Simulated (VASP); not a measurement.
**CaBr: single point with PBE**

Crystal: CaBr.

```xyz
2
Lattice="3.7221 0.0000 0.0000 -1.8610 3.2234 0.0000 0.0000 0.0000 4.1250" Properties=species:S:1:pos:R:3 pbc="T T T"
Ca    0.0000    0.0000    0.0000
Br    0.0000    2.1489    2.0625
```

```yaml
Program: VASP 6.6.1
Task: single point
Functional: PBE
Potentials_or_basis: VASP PAW PBE potentials, release 64 (Ca_sv, Br)
Cutoff: 500 eV
k_mesh: 6 × 6 × 4
Occupations: gaussian, width 0.1 eV
Spin: no spin polarisation
```

| Quantity | Value |
| --- | --- |
| Pressure | 5.5 GPa |
| Band gap on the k mesh | zero (an odd number of electrons rules out a gap without spin polarisation) |

Stress tensor (GPa, compression positive):
```
5.41 0.00 0.00
0.00 5.41 0.00
0.00 0.00 5.79
```

Levels at points of the mesh, in eV from the Fermi level:
| k point | band 5 | band 6 | band 7 | band 8 | band 9 | band 10 | band 11 | band 12 | band 13 | band 14 |
| --- | --- | --- | --- | --- | --- | --- | --- | --- | --- | --- |
| (0.00, 0.00, 0.00) | -18.19 | -5.85 | -4.73 | -4.73 | -1.70 | 0.61 | 2.62 | 2.62 | 3.16 | 3.16 |
| (0.50, 0.00, 0.00) | -17.59 | -7.60 | -5.88 | -5.18 | -0.37 | 1.63 | 2.49 | 2.66 | 3.46 | 4.15 |
| (0.00, 0.00, 0.50) | -17.81 | -7.74 | -4.64 | -4.64 | 1.32 | 1.72 | 1.72 | 2.57 | 2.72 | 2.72 |
| (0.50, 0.00, 0.50) | -17.61 | -7.12 | -6.69 | -5.43 | -0.38 | 1.95 | 3.17 | 4.09 | 4.18 | 4.86 |

Run time: 7.2 s on 1 thread of AMD EPYC 9R45 96-Core Processor (Zen 5) (shared host), peak memory 0.13 GiB.

Caveat: the k points lie up to 0.38 Å⁻¹ apart, too coarse for converged energies and pressures of a metal; an odd number of electrons without spin polarisation forces a metal; a magnetic or distorted state may lie lower.
